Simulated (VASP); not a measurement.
# Ni (Im-3m) in VASP: a series of runs

Aim: see how the results for Ni move with the level of theory and the settings. Levels: PBE, revPBE. Tasks: single point.

All numbers are computed with VASP 6.6.1; they aren't measurements. Logs are shortened: lines on timing, memory, paths and dates and some standing lists are left out, and cuts for length are marked.

## Step 1: The cell of the first run

The structure is cubic, space group Im-3m (No. 229). The conventional cell has a = 2.767 Å, b = 2.767 Å, c = 2.767 Å, α = 90.00°, β = 90.00°, γ = 90.00°. Ni (site symmetry m-3m) has 14 Ni at 2.40 to 2.77 Å within 3.2 Å.

## Step 2: Single point, PBE, collinear spin, ferromagnetic start

File INCAR:

```
  PREC = Accurate
  ENCUT = 600
  EDIFF = 1E-6
  ISMEAR = 0
  SIGMA = 0.022
  LREAL = F
  LASPH = T
  NELM = 200
  ALGO = Normal
  ISIF = 2
  LWAVE = F
  LCHARG = F
  ISPIN = 2
  MAGMOM = 1
  LORBIT = 11
  LMAXMIX = 4
  GGA = PE
  NBANDS = 15
  GGA_COMPAT = F
```

File KPOINTS:

```
Automatic mesh
0
Gamma
  13 13 13
```

File POSCAR:

```
Ni
1.0
   -1.3837154700      1.3837154700      1.3837154700
    1.3837154700     -1.3837154700      1.3837154700
    1.3837154700      1.3837154700     -1.3837154700
Ni
1
Direct
    0.0000000000      0.0000000000      0.0000000000
```

Potentials or basis: VASP PAW PBE potentials, release 64 (Ni).

The run is started by

```
> cat potpaw_PBE.64/Ni/POTCAR > POTCAR
> mpirun -np 1 vasp_std > vasp.out
```

OUTCAR:

```text
PREC = Accurate
   ENCUT = 600
   EDIFF = 1E-6
   ISMEAR = 0
   LREAL = F
   LASPH = T
   NELM = 200
   ISIF = 2
   ISPIN = 2
   LORBIT = 11
   GGA = PE

 ion  position               nearest neighbor table
   1  0.000  0.000  0.000-

  LATTYP: Found a body centered cubic cell.
 ALAT       =     2.7674309400

  Lattice vectors:

 A1 = (  -1.3837154700,   1.3837154700,   1.3837154700)
 A2 = (   1.3837154700,  -1.3837154700,   1.3837154700)
 A3 = (   1.3837154700,   1.3837154700,  -1.3837154700)

Analysis of symmetry for initial positions (statically):
=====================================================================
 Subroutine PRICEL returns:
 Original cell was already a primitive cell.

 Routine SETGRP: Setting up the symmetry group for a
 body centered cubic supercell.

 Subroutine GETGRP returns: Found 48 space group operations
 (whereof 48 operations were pure point group operations)
 out of a pool of 48 trial point group operations.

The static configuration has the point symmetry O_h .

Analysis of symmetry for dynamics (positions and initial velocities):
=====================================================================
 Subroutine PRICEL returns:
 Original cell was already a primitive cell.

 Routine SETGRP: Setting up the symmetry group for a
 body centered cubic supercell.

 Subroutine GETGRP returns: Found 48 space group operations
 (whereof 48 operations were pure point group operations)
 out of a pool of 48 trial point group operations.

The dynamic configuration has the point symmetry O_h .

Analysis of structural, dynamic, and magnetic symmetry:
=====================================================================
 Subroutine PRICEL returns:
 Original cell was already a primitive cell.

 Routine SETGRP: Setting up the symmetry group for a
 body centered cubic supercell.

 Subroutine GETGRP returns: Found 48 space group operations
 (whereof 48 operations were pure point group operations)
 out of a pool of 48 trial point group operations.

The overall configuration has the point symmetry O_h .

 Subroutine INISYM returns: Found 48 space group operations
 (whereof 48 operations are pure point group operations),
 and found     1 'primitive' translations

----------------------------------------------------------------------------------------

                                     Primitive cell

  volume of cell :      10.5974

  direct lattice vectors                    reciprocal lattice vectors
    -1.383715470  1.383715470  1.383715470     0.000000000  0.361345964  0.361345964
     1.383715470 -1.383715470  1.383715470     0.361345964  0.000000000  0.361345964
     1.383715470  1.383715470 -1.383715470     0.361345964  0.361345964  0.000000000

  length of vectors
     2.396665497  2.396665497  2.396665497     0.511020363  0.511020363  0.511020363

  position of ions in fractional coordinates (direct lattice)
     0.000000000  0.000000000  0.000000000

  ion indices of the primitive-cell ions
   primitive index   ion index
                 1           1

----------------------------------------------------------------------------------------

 KPOINTS: Automatic mesh

Automatic generation of k-mesh.
 Grid dimensions read from file:
 generate k-points for:   13   13   13

 Generating k-lattice:

  Cartesian coordinates                     Fractional coordinates (reciprocal lattice)
     0.000000000  0.027795843  0.027795843     0.076923077  0.000000000  0.000000000
     0.027795843  0.000000000  0.027795843     0.000000000  0.076923077  0.000000000
     0.027795843  0.027795843  0.000000000     0.000000000  0.000000000  0.076923077

  Length of vectors
     0.039309259  0.039309259  0.039309259

  Shift w.r.t. Gamma in fractional coordinates (k-lattice)
     0.000000000  0.000000000  0.000000000

 Subroutine IBZKPT returns following result:
 ===========================================

 Found     84 irreducible k-points:

 Following reciprocal coordinates:
            Coordinates               Weight
  0.000000  0.000000  0.000000      1.000000
  0.076923  0.000000  0.000000     12.000000
  0.153846  0.000000  0.000000     12.000000
  0.230769  0.000000  0.000000     12.000000
  0.307692  0.000000  0.000000     12.000000
  0.384615  0.000000  0.000000     12.000000
[... 16 lines left out ...]
  0.153846  0.076923  0.076923     24.000000
  0.230769  0.076923  0.076923     24.000000
 [... further k-points ...]
   k-points           NKPTS =     84   k-points in BZ     NKDIM =     84   number of bands    NBANDS=     15
   number of dos      NEDOS =    301   number of ions     NIONS =      1
   total plane-waves  NPLWV =   8000
   dimension x,y,z NGX =    20 NGY =   20 NGZ =   20
   dimension x,y,z NGXF=    40 NGYF=   40 NGZF=   40
   ions per type =               1
   NGX,Y,Z   is equivalent  to a cutoff of  13.87, 13.87, 13.87 a.u.
   NGXF,Y,Z  is equivalent  to a cutoff of  27.75, 27.75, 27.75 a.u.
 SYSTEM =  unknown system
   PREC   = accura    normal or accurate (medium, high low for compatibility)
   ISTART =      0    job   : 0-new  1-cont  2-samecut
   ICHARG =      2    charge: 1-file 2-atom 10-const
   ISPIN  =      2    spin polarized calculation?
   LNONCOLLINEAR =      F non collinear calculations
   LSORBIT =      F    spin-orbit coupling
   LASPH  =      T    aspherical Exc in radial PAW
   ENCUT  =  600.0 eV  44.10 Ry    6.64 a.u.   4.79  4.79  4.79*2*pi/ulx,y,z
   NELM   =    200;   NELMIN=  2; NELMDL= -5     # of ELM steps
   EDIFF  = 0.1E-05   stopping-criterion for ELM
   LREAL  =      F    real-space projection
   EDIFFG = 0.1E-04   stopping-criterion for IOM
   NSW    =      0    number of steps for IOM
   IBRION =     -1    ionic relax: 0-MD 1-quasi-New 2-CG
   NFREE  =      0    steps in history (QN), initial steepest desc. (CG)
   ISIF   =      2    stress and relaxation
   ISYM   =      2    0-nonsym 1-usesym 2-fastsym
   POTIM  = 0.5000    time-step for ionic-motion
   TEBEG  =    0.0;   TEEND  =   0.0 temperature during run
   PSTRESS=    0.0 pullay stress
   NELECT =      10.0000    total number of electrons
   NUPDOWN=      -1.0000    fix difference up-down
   EMIN   =  10.00;   EMAX   =-10.00  energy-range for DOS
   EFERMI =   0.00;   METHOD = LEGACY
   ISMEAR =     0;   SIGMA  =   0.02  broadening in eV -4-tet -1-fermi 0-gaus
   EFERMI_NEDOS =   21; number of points for ismear=-14 and -15
   IALGO  =     38    algorithm
   IMIX   =      4    mixing-type and parameters
     AMIX     =   0.40;   BMIX     =  1.00
     AMIX_MAG =   1.60;   BMIX_MAG =  1.00
  volume/ion in A,a.u.               =      10.60        71.51
  Fermi-wavevector in a.u.,A,eV,Ry     =   1.605738  3.034405 35.081190  2.578395
  Thomas-Fermi vector in A             =   2.702037
   LORBIT       =     11    0 simple, 1 ext, 2 COOP (PROOUT), +10 PAW based schemes
   GGA     = PE    functional components
   LHFCALC =     F    Hartree Fock is set to
   AEXX    =    0.0000 exact exchange contribution
   IVDW    =     0    specifies the selected vdW correction
   LEPSILON=     F    determine dielectric tensor
   LRPA    =     F    only Hartree local field effects (RPA)
 spin polarized calculation
 Gauss-broadening in eV      SIGMA  =   0.02
  energy-cutoff  :      600.00
  volume of cell :       10.60
 maximum number of plane-waves:       370
   NGX =  9   NGY =  9   NGZ =  9

 number of electron      10.0000001 magnetization       0.5915028

 Free energy of the ion-electron system (eV)
  ---------------------------------------------------
  ext. energy  EPLUGINS =         0.00000000
  ---------------------------------------------------
  free energy    TOTEN  =        -5.36575903 eV

  energy without entropy =       -5.36537033  energy(sigma->0) =       -5.36556468

 E-fermi :   9.6142     XC(G=0): -13.4065

 val. band max:        9.5990560449   @ k =  -0.3846  -0.3846   0.1538
 cond. band min:       9.6166758070   @ k =  -0.3077   0.3846   0.0769
 fundamental gap:      0.0176197621
 Fermi energy:         9.6141977803

 spin component 1

 k-point     1 :       0.0000    0.0000    0.0000
  band No.  band energies     occupation
      1       0.5478      1.00000
      2       7.2427      1.00000
      3       7.2427      1.00000
      4       7.2427      1.00000
      5       8.7156      1.00000
      6       8.7156      1.00000
      7      36.3502      0.00000
      8      36.3502      0.00000
      9      36.3502      0.00000
     10      41.4286      0.00000
     11      41.4286      0.00000
     12      42.6678      0.00000
     13      42.6678      0.00000
     14      42.6678      0.00000
     15      43.3303      0.00000

 k-point     2 :       0.0769    0.0000    0.0000
  band No.  band energies     occupation
      1       0.7971      1.00000
      2       7.1852      1.00000
      3       7.2382      1.00000
      4       7.3573      1.00000
      5       8.6582      1.00000
      6       8.7202      1.00000
      7      34.4592      0.00000
      8      35.8691      0.00000
      9      36.0422      0.00000
     10      39.9160      0.00000
     11      40.1087      0.00000
     12      40.1753      0.00000
     13      42.5606      0.00000
     14      44.1246      0.00000
     15      45.1473      0.00000
[... 365 lines left out ...]
      3       6.8462      1.00000
      4       8.5739      1.00000
      5       8.6193      1.00000
      6       8.7232      1.00000
      7      26.8481      0.00000
      8      28.9272      0.00000
      9      30.7926      0.00000
     10      38.1847      0.00000
     11      42.1674      0.00000
     12      42.6901      0.00000
     13      45.0564      0.00000
     14      46.0795      0.00000
     15      50.0892      0.00000

 k-point    24 :       0.2308    0.0769    0.0769
  band No.  band energies     occupation
      1       4.2577      1.00000
      2       6.5213      1.00000
      3       6.8660      1.00000
      4       8.5856      1.00000
      5       8.7955      1.00000
      6       9.3622      1.00000
      7      22.9891      0.00000
      8      27.6300      0.00000
      9      29.0601      0.00000
     10      37.8781      0.00000
     11      41.5279      0.00000
     12      44.2423      0.00000
     13      46.2355      0.00000
     14      49.8086      0.00000
     15      52.7319      0.00000

 [... further k-points ...]

 spin component 2

 k-point     1 :       0.0000    0.0000    0.0000
  band No.  band energies     occupation
      1       0.5509      1.00000
      2       7.9563      1.00000
      3       7.9563      1.00000
      4       7.9563      1.00000
      5       9.2228      1.00000
      6       9.2228      1.00000
      7      36.2669      0.00000
      8      36.2669      0.00000
      9      36.2669      0.00000
     10      41.3699      0.00000
     11      41.3699      0.00000
     12      42.8687      0.00000
     13      42.8687      0.00000
     14      42.8687      0.00000
     15      43.5095      0.00000

 k-point     2 :       0.0769    0.0000    0.0000
  band No.  band energies     occupation
      1       0.8005      1.00000
      2       7.8947      1.00000
      3       7.9480      1.00000
      4       8.0750      1.00000
      5       9.1632      1.00000
      6       9.2278      1.00000
      7      34.4313      0.00000
      8      35.7973      0.00000
      9      35.9937      0.00000
     10      40.1105      0.00000
     11      40.1346      0.00000
     12      40.3318      0.00000
     13      42.5411      0.00000
     14      44.2737      0.00000
     15      45.2533      0.00000
[... 365 lines left out ...]
      3       7.4786      1.00000
      4       9.1074      1.00000
      5       9.2434      1.00000
      6       9.3578      1.00000
      7      26.9571      0.00000
      8      28.9902      0.00000
      9      30.9573      0.00000
     10      38.1314      0.00000
     11      42.2758      0.00000
     12      42.7294      0.00000
     13      45.1031      0.00000
     14      46.1767      0.00000
     15      50.2697      0.00000

 k-point    24 :       0.2308    0.0769    0.0769
  band No.  band energies     occupation
      1       4.3587      1.00000
      2       7.1699      1.00000
      3       7.4075      1.00000
      4       9.1442      1.00000
      5       9.3173      1.00000
      6      10.0811      0.00000
      7      23.1556      0.00000
      8      27.6987      0.00000
      9      29.2073      0.00000
     10      37.8737      0.00000
     11      41.6294      0.00000
     12      44.2679      0.00000
     13      46.2866      0.00000
     14      49.8906      0.00000
     15      52.8921      0.00000

 [... further k-points ...]
[... 5 lines left out ...]
  --------------------------------------------------------------------------------------
  -------------------------------------------------------------------------------------
  Total        0.4945419      0.4945419      0.4945419      0.0000000      0.0000000      0.0000000
  in kB       74.7675734     74.7675734     74.7675734      0.0000000      0.0000000      0.0000000
  external PRESSURE =      74.7675734 kB  Pullay stress =       0.0000000 kB

 VOLUME and BASIS-vectors are now :
 -----------------------------------------------------------------------------
  energy-cutoff  :      600.00
  volume of cell :       10.60
      direct lattice vectors                 reciprocal lattice vectors
    -1.383715470  1.383715470  1.383715470     0.000000000  0.361345964  0.361345964
     1.383715470 -1.383715470  1.383715470     0.361345964  0.000000000  0.361345964
     1.383715470  1.383715470 -1.383715470     0.361345964  0.361345964  0.000000000

 POSITION                                       TOTAL-FORCE (eV/Angst)
 -----------------------------------------------------------------------------------
      0.00000      0.00000      0.00000        -0.000000      0.000000      0.000000
 -----------------------------------------------------------------------------------
    total drift:                                0.000000     -0.000000     -0.000000

  FREE ENERGIE OF THE ION-ELECTRON SYSTEM (eV)
  ---------------------------------------------------
  free  energy   TOTEN  =        -5.3657590314 eV

  energy  without entropy=       -5.3653703254  energy(sigma->0) =       -5.36556468

 total charge

# of ion       s       p       d       tot
------------------------------------------
    1        0.503   0.513   8.346   9.362

 magnetization (x)

# of ion       s       p       d       tot
------------------------------------------
    1       -0.003  -0.013   0.612   0.596
```

Wall time 20 s (1 thread of AMD EPYC 9R45 (Zen 5), shared host); peak memory 0.11 GiB.

What came out:

```
Free energy                                           : -5.3658 eV
Pressure                                              : 7.5 GPa
Net moment                                            : 0.59 μB per cell
Site moments                                          : Ni +0.60 μB
Valence electrons inside the program's atomic spheres : Ni 9.36
```

Levels at points of the mesh, in eV from the Fermi level:
Spin up:
```tsv
k point	band 2	band 3	band 4	band 5	band 6	band 7	band 8	band 9
(0.00, 0.00, 0.00)	-2.37	-2.37	-2.37	-0.90	-0.90	26.74	26.74	26.74
```
Spin down:
```tsv
k point	band 2	band 3	band 4	band 5	band 6	band 7	band 8	band 9
(0.00, 0.00, 0.00)	-1.66	-1.66	-1.66	-0.39	-0.39	26.65	26.65	26.65
```

(Continued in part 2 of 2.)
